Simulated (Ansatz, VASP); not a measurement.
Ge in VASP and in Ansatz

File INCAR:

```
SYSTEM = Ge
ALGO = Normal ; EDIFF = 1E-6
ENCUT = 520 ; ISIF = 2
ISMEAR = 0 ; LASPH = .True.
LCHARG = .True. ; LELF = .True.
LREAL = .False. ; LVHAR = .True.
LWAVE = .False. ; NBANDS = 21
NELM = 60 ; PREC = Accurate
SIGMA = 0.15
```

KPOINTS

```
k-points
0
Gamma
  16 16 16
  0 0 0
```

Contents of POSCAR:

```
Ge
1.0
    0.0000000000      2.9075112458      2.9075112458
    2.9075112458      0.0000000000      2.9075112458
    2.9075112458      2.9075112458      0.0000000000
Ge
2
Direct
    0.5000000000      0.5000000000      0.5000000000
    0.7500000000      0.7500000000      0.7500000000
```

Input for Ansatz:

```yaml
crystal:
  lattice:
    - [0.0, 2.9075112458, 2.9075112458]
    - [2.9075112458, 0.0, 2.9075112458]
    - [2.9075112458, 2.9075112458, 0.0]
  atoms:
    - { symbol: Ge, position: [0.5, 0.5, 0.5] }
    - { symbol: Ge, position: [0.75, 0.75, 0.75] }
basis:
  ecutwfc: 420
kpoints:
  mp_grid: { grid: [16, 16, 16] }
hamiltonian:
  xc: lda
scf:
  occupations: { method: gaussian, width: 0.15 }
output:
  forces: true
  stress: true
  eigenvalues: true
```

Alike in both runs: task single point; functional LDA; k mesh 16 × 16 × 16; occupations gaussian, width 0.15 eV; no spin polarisation.

|  | VASP | Ansatz |
| --- | --- | --- |
| version | VASP 6.6.1 | Ansatz 0.2.0 |
| potentials or method | VASP PAW LDA potentials, release 64 (Ge_d), cutoff 520 eV | scalar-relativistic, plane waves, PAW |
| valence electrons in the cell | 28 | 28 |

```tsv
	VASP	Ansatz	Ansatz less VASP
gap on the k mesh at the Fermi level (eV)	none	none	-
pressure (GPa)	-5.6	-5.7	-0.06
```

LDA's correlation is that of Perdew and Zunger in VASP and of Perdew and Wang (1992) in Ansatz. A gap of «none» marks a metal or a gap that the smearing closes.
